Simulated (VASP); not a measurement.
The system is MgO.

```
CELL_PARAMETERS angstrom
2.62335 0.00000 0.00000
0.00000 2.62335 0.00000
0.00000 0.00000 2.62335
ATOMIC_POSITIONS crystal
Mg 0.00000 0.00000 0.00000
O 0.50000 0.50000 0.50000
```

Base run:

| Property | Result |
| --- | --- |
| Program | VASP 6.6.1 |
| Functional | LDA |
| Potentials or basis | VASP PAW LDA potentials, release 64 (Mg, O) |
| Cutoff | 520 eV |
| k mesh | 10 × 10 × 10 |
| Occupations | gaussian, width 0.01 eV |
| Spin | no spin polarisation |

Its results: band gap on the k mesh 2.57 eV (least direct gap 3.61 eV); pressure -6.8 GPa.

Task: The run is repeated on the same cell with these changes: functional from LDA to r2SCAN; potentials or basis from VASP PAW LDA potentials, release 64 (Mg, O) to VASP PAW PBE potentials, release 64 (Mg, O). What comes out?

Result: Band gap on the k mesh 3.45 eV (least direct gap 4.51 eV); pressure -1.2 GPa.

Caveats: the cell stands under tension (at least some runs); the PAW data sets were made with another functional, which shifts forces and pressure a little (at least some runs).

A k mesh can miss the band edges.
